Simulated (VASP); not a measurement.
Runs of VASP 6.6.1 on CdSe. The structure is that of space group F-43m (No. 216), or close to it. The cells are those of the table. 

```csv
task,level,potentials or basis,cell,cutoff (eV),gap on the mesh (eV),pressure (GPa),relaxed volume (Å³/atom)
relaxation of cell and atoms,PBE+D4,"VASP PAW PBE potentials, release 64 (Cd, Se)","relaxed from a = 4.342 Å, angles 60.0°, 2 atoms",600,(c),0.0,28.72
single point,RPBE,"VASP PAW PBE potentials, release 64 (Cd, Se)","a = 4.445 Å, angles 60.0°, 2 atoms",520,0.57,0.2,-
single point,r2SCAN+rVV10,"VASP PAW PBE potentials, release 64 (Cd, Se)","a = 4.316 Å, angles 60.0°, 2 atoms",520,1.01,0.4,-
relaxation of cell and atoms,LDA,"VASP PAW LDA potentials, release 64 (Cd, Se)","relaxed from a = 4.342 Å, angles 60.0°, 2 atoms",600,(b),0.0,27.33
relaxation of cell and atoms,r2SCAN+rVV10,"VASP PAW PBE potentials, release 64 (Cd, Se)","relaxed from a = 4.342 Å, angles 60.0°, 2 atoms",600,(a),0.0,28.58
```

Alike in all rows: no spin polarisation; k mesh 5 × 5 × 5; smearing gaussian 0.01 eV.

Estimate the missing entries.

(a) 0.99; (b) 0.41; (c) 0.56.

Caveats: the PAW data sets were made with another functional, which shifts forces and pressure a little (some runs).

A k mesh can miss the band edges, and the runs leave out spin-orbit coupling on Cd, Se.
